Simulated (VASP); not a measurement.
# BaTiO3 (R3m) in VASP: single point with PBE+U

Aim: the single point of BaTiO3 with PBE+U.

Everything below comes from runs of VASP 6.6.1. Logs are shortened: lines on timing, memory, paths and dates and some standing lists are left out, and cuts for length are marked.

**1. The cell of the first run**

It takes space group R3m (No. 160, trigonal). The conventional cell has a = 5.655 Å, b = 5.655 Å, c = 6.954 Å, α = 90.00°, β = 90.00°, γ = 120.00°. Within 3.7 Å of Ba (site symmetry 3m) lie 12 O at 2.79 to 2.89 Å and 8 Ti at 3.37 to 3.58 Å. Within 2.5 Å of Ti (site symmetry 3m) lie 6 O at 1.87 to 2.14 Å. Within 2.5 Å of O (site symmetry m) lie 2 Ti at 1.87 to 2.14 Å. O (site symmetry m) has 2 Ti at 1.87 to 2.14 Å within 2.5 Å.

**2. Single point, PBE+U, collinear spin**

File INCAR:

```
ALGO = Normal
EDIFF = 1E-6
ENCUT = 600
GGA = PE
GGA_COMPAT = F
ISIF = 2
ISMEAR = -1
ISPIN = 2
LASPH = T
LCHARG = F
LDAU = T
LDAUJ = 0 0 0
LDAUL = -1 2 -1
LDAUPRINT = 1
LDAUTYPE = 2
LDAUU = 0 3 0
LMAXMIX = 4
LORBIT = 11
LREAL = F
LWAVE = F
MAGMOM = 0 0 1.5 1.5 0 0 0 0 0 0
NBANDS = 55
NELM = 200
PREC = Accurate
SIGMA = 0.02
```

File KPOINTS:

```
k-points
0
Gamma
  3 5 3
```

File POSCAR:

```
BaTiO3
1.0
   -2.8272674600      1.6323236300     -4.6358955900
    2.8272674600     -1.6323236300     -2.3179478000
   -2.8272674600     -4.8969708900      0.0000000000
Ba Ti O
2 2 6
Direct
    0.0000000000      0.0000000000      0.0000000000
    0.5000000000      0.0000000000      0.5000000000
    0.9853000000      0.4853000000      0.5000000000
    0.4853000000      0.4853000000      0.0000000000
    0.7636500000      0.5088000000      0.7451500000
    0.2636500000      0.5088000000      0.2451500000
    0.5088000000      0.0185000000      0.0000000000
    0.0088000000      0.0185000000      0.5000000000
    0.7636500000      0.5088000000      0.2548500000
    0.2636500000      0.5088000000      0.7548500000
```

Potentials or basis: VASP PAW PBE potentials, release 64 (Ba_sv, Ti_sv, O).

Started as:

```bash
> cat potpaw_PBE.64/Ba_sv/POTCAR potpaw_PBE.64/Ti_sv/POTCAR potpaw_PBE.64/O/POTCAR > POTCAR
> mpirun -np 1 vasp_std > vasp.out
```

OUTCAR:

```text
EDIFF = 1E-6
   ENCUT = 600
   GGA = PE
   ISIF = 2
   ISMEAR = -1
   ISPIN = 2
   LASPH = T
   LORBIT = 11
   LREAL = F
   NELM = 200
   PREC = Accurate

 ion  position               nearest neighbor table
   1  0.000  0.000  0.000-   7 2.79   9 2.79   5 2.79   6 2.83   5 2.83  10 2.83   8 2.83   8 2.83
                             9 2.83   7 2.89  10 2.89   6 2.89   4 3.37   4 3.43   3 3.43   3 3.43
   2  0.500  0.000  0.500-   8 2.79  10 2.79   6 2.79   5 2.83   6 2.83   9 2.83   7 2.83   7 2.83
                            10 2.83   8 2.89   9 2.89   5 2.89   3 3.37   3 3.43   4 3.43   4 3.43
   3  0.985  0.485  0.500-   9 1.87   5 1.87   8 1.87  10 2.14   6 2.14   8 2.14   2 3.37   2 3.43
                             1 3.43   1 3.43   2 3.50   1 3.50   1 3.50   2 3.58
   4  0.485  0.485  0.000-  10 1.87   6 1.87   7 1.87   9 2.14   5 2.14   7 2.14   1 3.37   1 3.43
                             2 3.43   2 3.43   1 3.50   2 3.50   2 3.50   1 3.58
   5  0.764  0.509  0.745-   3 1.87   4 2.14   1 2.79   2 2.83   1 2.83   2 2.89
   6  0.264  0.509  0.245-   4 1.87   3 2.14   2 2.79   1 2.83   2 2.83   1 2.89
   7  0.509  0.019  0.000-   4 1.87   4 2.14   1 2.79   2 2.83   2 2.83   1 2.89
   8  0.009  0.019  0.500-   3 1.87   3 2.14   2 2.79   1 2.83   1 2.83   2 2.89
   9  0.764  0.509  0.255-   3 1.87   4 2.14   1 2.79   2 2.83   1 2.83   2 2.89
  10  0.264  0.509  0.755-   4 1.87   3 2.14   2 2.79   1 2.83   2 2.83   1 2.89

  LATTYP: Found a simple monoclinic cell.
 ALAT       =     4.0038486144
 B/A-ratio  =     1.4122749052
 C/A-ratio  =     1.4161495639
 COS(beta)  =    -0.0038693595

  Lattice vectors:

 A1 = (   2.8272674600,  -1.6323236300,  -2.3179478000)
 A2 = (   2.8272674600,   4.8969708900,   0.0000000000)
 A3 = (   2.8272674600,  -1.6323236300,   4.6358955900)

Analysis of symmetry for initial positions (statically):
=====================================================================
 Subroutine PRICEL returns following result:

  LATTYP: Found a trigonal (rhomboedric) cell.
 ALAT       =     4.0038486126
 COS(alpha) =     0.0027397956
[... 12 lines left out ...]
 Subroutine GETGRP returns: Found  2 space group operations
 (whereof  2 operations were pure point group operations)
 out of a pool of  4 trial point group operations.

The static configuration has the point symmetry C_1h.

Analysis of symmetry for dynamics (positions and initial velocities):
=====================================================================
 Subroutine PRICEL returns following result:

  LATTYP: Found a trigonal (rhomboedric) cell.
 ALAT       =     4.0038486126
 COS(alpha) =     0.0027397956
[... 12 lines left out ...]
 Subroutine GETGRP returns: Found  2 space group operations
 (whereof  2 operations were pure point group operations)
 out of a pool of  4 trial point group operations.

The dynamic configuration has the point symmetry C_1h.

Analysis of structural, dynamic, and magnetic symmetry:
=====================================================================
 Subroutine PRICEL returns following result:

  LATTYP: Found a trigonal (rhomboedric) cell.
 ALAT       =     4.0038486126
 COS(alpha) =     0.0027397956
[... 12 lines left out ...]
 Subroutine GETGRP returns: Found  2 space group operations
 (whereof  2 operations were pure point group operations)
 out of a pool of  4 trial point group operations.

The overall configuration has the point symmetry C_1h.

 Subroutine INISYM returns: Found  2 space group operations
 (whereof  2 operations are pure point group operations),
 and found     2 'primitive' translations

----------------------------------------------------------------------------------------

                                     Primitive cell

  volume of cell :      64.1842

  direct lattice vectors                    reciprocal lattice vectors
     0.000000000  3.264647260 -2.317947795    -0.000000000  0.204207871 -0.143805367
     2.827267460 -1.632323630 -2.317947800     0.176849204 -0.102103935 -0.143805367
[... 160 lines left out ...]

 onsite density matrix

spin component  1

  0.1702  0.0000  0.0001  0.0649  0.0001
  0.0000  0.1989  0.0000  0.0001  0.0649
  0.0001  0.0000  0.1169 -0.0000 -0.0000
  0.0649  0.0001 -0.0000  0.1989  0.0000
  0.0001  0.0649 -0.0000  0.0000  0.1703

spin component  2

  0.1702  0.0000  0.0001  0.0649  0.0001
  0.0000  0.1989  0.0000  0.0001  0.0649
  0.0001  0.0000  0.1169 -0.0000 -0.0001
  0.0649  0.0001 -0.0000  0.1989  0.0000
  0.0001  0.0649 -0.0001  0.0000  0.1703

 occupancies and eigenvectors

  o =  0.1169  v =  0.0583  0.0269 -0.9963 -0.0466 -0.0337  0.0000  0.0000  0.0000  0.0000  0.0000      0.0000  0.0000  0.0000  0.0000  0.0000  0.0000  0.0000  0.0000  0.0000  0.0000
  o =  0.1169  v =  0.0000  0.0000  0.0000  0.0000  0.0000  0.0585  0.0270 -0.9963 -0.0467 -0.0338      0.0000  0.0000  0.0000  0.0000  0.0000  0.0000  0.0000  0.0000  0.0000  0.0000
  o =  0.1181  v = -0.6727 -0.3120 -0.0862  0.5403  0.3884  0.0000  0.0000  0.0000  0.0000  0.0000      0.0000  0.0000  0.0000  0.0000  0.0000  0.0000  0.0000  0.0000  0.0000  0.0000
  o =  0.1181  v =  0.0000  0.0000  0.0000  0.0000  0.0000 -0.6726 -0.3120 -0.0864  0.5403  0.3884      0.0000  0.0000  0.0000  0.0000  0.0000  0.0000  0.0000  0.0000  0.0000  0.0000
  o =  0.1182  v =  0.3898 -0.5424  0.0000 -0.3132  0.6751  0.0000  0.0000  0.0000  0.0000  0.0000      0.0000  0.0000  0.0000  0.0000  0.0000  0.0000  0.0000  0.0000  0.0000  0.0000
  o =  0.1182  v =  0.0000  0.0000  0.0000  0.0000  0.0000  0.3898 -0.5424  0.0000 -0.3132  0.6751      0.0000  0.0000  0.0000  0.0000  0.0000  0.0000  0.0000  0.0000  0.0000  0.0000
  o =  0.2509  v =  0.0000  0.0000  0.0000  0.0000  0.0000 -0.5423  0.3898 -0.0002 -0.6752  0.3131      0.0000  0.0000  0.0000  0.0000  0.0000  0.0000  0.0000  0.0000  0.0000  0.0000
  o =  0.2509  v = -0.5423  0.3898 -0.0002 -0.6752  0.3131  0.0000  0.0000  0.0000  0.0000  0.0000      0.0000  0.0000  0.0000  0.0000  0.0000  0.0000  0.0000  0.0000  0.0000  0.0000
  o =  0.2511  v =  0.0000  0.0000  0.0000  0.0000  0.0000  0.3132  0.6751  0.0000  0.3898  0.5424      0.0000  0.0000  0.0000  0.0000  0.0000  0.0000  0.0000  0.0000  0.0000  0.0000
  o =  0.2511  v =  0.3132  0.6751  0.0000  0.3898  0.5424  0.0000  0.0000  0.0000  0.0000  0.0000      0.0000  0.0000  0.0000  0.0000  0.0000  0.0000  0.0000  0.0000  0.0000  0.0000

 number of electron      79.9999993 magnetization      -0.0000281

 Free energy of the ion-electron system (eV)
  ---------------------------------------------------
  ext. energy  EPLUGINS =         0.00000000
  ---------------------------------------------------
  free energy    TOTEN  =       -75.74275728 eV

  energy without entropy =      -75.74275728  energy(sigma->0) =      -75.74275728

 E-fermi :   4.4144     XC(G=0): -11.2412

 val. band max:        3.8539200155   @ k =  -0.0000   0.4000  -0.0000
 cond. band min:       6.5561366361   @ k =   0.0000   0.0000   0.0000
 fundamental gap:      2.7022166206
 Fermi energy:         4.4144233771

 spin component 1

 k-point     1 :       0.0000    0.0000    0.0000
  band No.  band energies     occupation
      1     -53.2095      1.00000
      2     -53.2077      1.00000
      3     -29.4747      1.00000
      4     -29.4717      1.00000
      5     -29.4318      1.00000
      6     -29.4270      1.00000
[... 869 lines left out ...]
     51      11.5525      0.00000
     52      11.6616      0.00000
 Fermi energy:         4.4144233771

 spin component 2

 k-point     1 :       0.0000    0.0000    0.0000
  band No.  band energies     occupation
      1     -53.2096      1.00000
      2     -53.2077      1.00000
      3     -29.4747      1.00000
      4     -29.4717      1.00000
      5     -29.4319      1.00000
      6     -29.4271      1.00000
[... 869 lines left out ...]
     51      11.5525      0.00000
     52      11.6616      0.00000
 [bands above 52 left out]

------------------------ aborting loop because EDIFF is reached ----------------------------------------

  FORCE on cell =-STRESS in cart. coord.  units (eV):
  Direction    XX          YY          ZZ          XY          YZ          ZX
  --------------------------------------------------------------------------------------
  -------------------------------------------------------------------------------------
  Total        7.7500353      7.7650302      7.1881673      0.0129859     -0.0115796      0.0200564
  in kB       96.7288903     96.9160424     89.7161644      0.1620783     -0.1445255      0.2503253
  external PRESSURE =      94.4536990 kB  Pullay stress =       0.0000000 kB

 VOLUME and BASIS-vectors are now :
 -----------------------------------------------------------------------------
  energy-cutoff  :      600.00
  volume of cell :      128.37
      direct lattice vectors                 reciprocal lattice vectors
    -2.827267460  1.632323630 -4.635895590    -0.088424602  0.051051968 -0.143805367
     2.827267460 -1.632323630 -2.317947800     0.176849204 -0.102103935 -0.143805367
    -2.827267460 -4.896970890  0.000000000    -0.088424602 -0.153155903  0.000000000

 POSITION                                       TOTAL-FORCE (eV/Angst)
 -----------------------------------------------------------------------------------
      0.00000      0.00000      0.00000        -0.000287      0.000166      0.103243
     -2.82727     -1.63232     -2.31795        -0.000287      0.000166      0.103243
     -2.82727     -1.63232     -5.69265         0.004019     -0.002320     -0.970702
      0.00000      0.00000     -3.37470         0.004019     -0.002320     -0.970702
     -2.82727     -3.23298     -4.71957        -0.001439     -0.548608      0.289587
      0.00000     -1.60066     -2.40163        -0.001439     -0.548608      0.289587
     -1.38621      0.80033     -2.40163        -0.476682      0.275212      0.288285
     -1.38621     -2.46432     -0.08368        -0.476682      0.275212      0.288285
     -1.44106     -0.83200     -4.71957         0.474388      0.275550      0.289587
     -1.44106     -4.09664     -2.40163         0.474388      0.275550      0.289587
 -----------------------------------------------------------------------------------
    total drift:                                0.000514     -0.000298      0.000032

  FREE ENERGIE OF THE ION-ELECTRON SYSTEM (eV)
  ---------------------------------------------------
  free  energy   TOTEN  =       -75.7427572811 eV

  energy  without entropy=      -75.7427572811  energy(sigma->0) =      -75.74275728

 total charge

# of ion       s       p       d       tot
------------------------------------------
    1        2.008   5.653   0.333   7.995
    2        2.008   5.653   0.333   7.995
    3        2.232   6.293   1.681  10.206
    4        2.232   6.293   1.681  10.206
    5        1.562   3.491   0.000   5.052
    6        1.562   3.491   0.000   5.052
    7        1.562   3.491   0.000   5.052
    8        1.562   3.491   0.000   5.052
    9        1.562   3.491   0.000   5.052
   10        1.562   3.491   0.000   5.052
--------------------------------------------------
tot         17.850  44.837   4.029  66.716

 magnetization (x)

# of ion       s       p       d       tot
------------------------------------------
    1       -0.000   0.000  -0.000  -0.000
    2       -0.000   0.000  -0.000  -0.000
    3       -0.000  -0.000  -0.000  -0.000
    4       -0.000  -0.000  -0.000  -0.000
    5        0.000   0.000   0.000   0.000
    6        0.000   0.000   0.000   0.000
    7        0.000   0.000   0.000   0.000
    8        0.000   0.000   0.000   0.000
    9        0.000   0.000   0.000   0.000
   10        0.000   0.000   0.000   0.000
--------------------------------------------------
tot         -0.000   0.000  -0.000   0.000
```

Wall time 7.7 min (1 thread of AMD EPYC 7R13, shared host); peak memory 0.41 GiB.

What came out:

* Free energy: -75.7428 eV
* Pressure: 9.4 GPa
* Largest force: 0.971 eV/Å
* Band gap on the k mesh: 2.70 eV
* Net moment: 0.00 μB per cell
* Valence electrons inside the program's atomic spheres: Ba 8.00; Ti 10.21; O 5.05

Forces in eV/Å, atoms in the order of the input:
```
Ba   0.000  0.000  0.103
Ba   0.000  0.000  0.103
Ti   0.004 -0.002 -0.971
Ti   0.004 -0.002 -0.971
O   -0.001 -0.549  0.290
O   -0.001 -0.549  0.290
O   -0.477  0.275  0.288
O   -0.477  0.275  0.288
O    0.474  0.276  0.290
O    0.474  0.276  0.290
```

Stress tensor (GPa, compression positive):
```
 9.67  0.02  0.03
 0.02  9.69 -0.01
 0.03 -0.01  8.97
```

Levels at points of the mesh, in eV from the valence-band top:
Spin up:
```
           k point  band 37  band 38  band 39  band 40  band 41  band 42  band 43  band 44
(0.00, 0.00, 0.00)    -0.48    -0.39    -0.39    -0.08     2.70     2.70     2.81     4.20
```
Spin down:
| k point | band 37 | band 38 | band 39 | band 40 | band 41 | band 42 | band 43 | band 44 |
| --- | --- | --- | --- | --- | --- | --- | --- | --- |
| (0.00, 0.00, 0.00) | -0.48 | -0.39 | -0.39 | -0.08 | 2.70 | 2.70 | 2.81 | 4.20 |

Eigenvalues of the final occupation matrices:
```
    site  spin  trace               eigenvalues
site 3 d     1   0.86  0.12 0.12 0.12 0.25 0.25
site 3 d     2   0.86  0.12 0.12 0.12 0.25 0.25
site 4 d     1   0.86  0.12 0.12 0.12 0.25 0.25
site 4 d     2   0.86  0.12 0.12 0.12 0.25 0.25
```

Caveat: the cell stands under pressure; spin-orbit coupling is left out, which moves the levels of the heavy elements; an odd mesh through Γ misses points on the zone boundary, where band edges can lie.
